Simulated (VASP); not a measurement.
BiMo (rocksalt type):

```
Mo Bi
1.0
     0.00000    2.91919    2.91919
     2.91919    0.00000    2.91919
     2.91919    2.91919    0.00000
Mo Bi
1 1
Cartesian
  0.0000 0.0000 0.0000
  2.9192 2.9192 2.9192
```

| Property | Result |
| --- | --- |
| Program | VASP 6.6.1 |
| Task | relaxation of cell and atoms |
| Functional | PBEsol |
| Potentials or basis | VASP PAW PBE potentials, release 64 (Mo_sv, Bi_d) |
| Cutoff | 500 eV |
| k mesh | 12 × 12 × 12 |
| Occupations | fermi-dirac, width 0.05 eV |
| Spin | no spin polarisation |

At the start: pressure -10.7 GPa; volume 24.88 Å³/atom.

Problem. Where does the relaxation end?

Solution. Over 8 steps the energy falls by 105.8 meV/atom and the volume is 22.06 Å³/atom (-11.3 %); space group Fm-3m (No. 225, to 0.1 Å) before and after.

Step by step:
| step | energy change (eV) | largest force (eV/Å) | pressure (GPa) | volume (Å³) |
| --- | --- | --- | --- | --- |
| 1 | 0.0000 | 0.0000 | -10.72 | 49.75 |
| 2 | 0.1072 | 0.0000 | 21.35 | 38.70 |
| 3 | -0.2115 | 0.0000 | -0.39 | 44.27 |
| 4 | -0.2116 | 0.0000 | -0.14 | 44.15 |
| 5 | -0.2116 | 0.0000 | 0.16 | 44.05 |
| 6 | -0.2116 | 0.0000 | -0.13 | 44.17 |
| 7 | -0.2116 | 0.0000 | -0.04 | 44.13 |
| 8 | -0.2116 | 0.0000 | 0.02 | 44.11 |

Final structure:
```
Mo Bi
1.0
     0.00000    2.80446    2.80446
     2.80446    0.00000    2.80446
     2.80446    2.80446    0.00000
Mo Bi
1 1
Cartesian
  0.0000 0.0000 0.0000
  2.8045 2.8045 2.8045
```

Caveat: the PAW data sets were made with another functional, which shifts forces and pressure a little.
